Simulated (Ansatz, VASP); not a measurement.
## Sb in VASP and in Ansatz

```
Sb
1.0
    -3.12757    3.12763   -0.01946
     0.03860    0.00000   -6.20168
    -3.08302   -6.21070   -0.01919
Sb
6
Direct
  0.00000 0.75000 0.50000
  0.33333 0.75000 0.16667
  0.66667 0.75000 0.83333
  0.33333 0.25000 0.16667
  0.66667 0.25000 0.83333
  0.00000 0.25000 0.50000
```

Alike in both runs: functional PBE; k mesh 8 × 6 × 8; occupations gaussian, width 0.1 eV; no spin polarisation.

Ansatz relaxed the structure, and its values are those at the end. VASP's run is a single point on that final structure, the one shown.

|  | VASP | Ansatz |
| --- | --- | --- |
| version | VASP 6.6.1 | Ansatz 0.2.0 |
| potentials or method | VASP PAW PBE potentials, release 64 (Sb), cutoff 500 eV | scalar-relativistic, plane waves, PAW |
| valence electrons in the cell | 30 | 90 |

|  | VASP | Ansatz | Ansatz less VASP |
| --- | --- | --- | --- |
| gap on the k mesh at the Fermi level (eV) | none | none | - |
| pressure (GPa) | 0.0 | 0.0 | +0.03 |

A gap of «none» marks a metal or a gap that the smearing closes. With one functional, cell and mesh, what is left measures potentials, basis and numerics. VASP's potentials hold 30 valence electrons a cell and Ansatz's 90, so a difference there can come from the potentials and not from the codes. Ansatz's warnings: structure snapped to symmetry.

Neither program's run includes spin-orbit coupling.
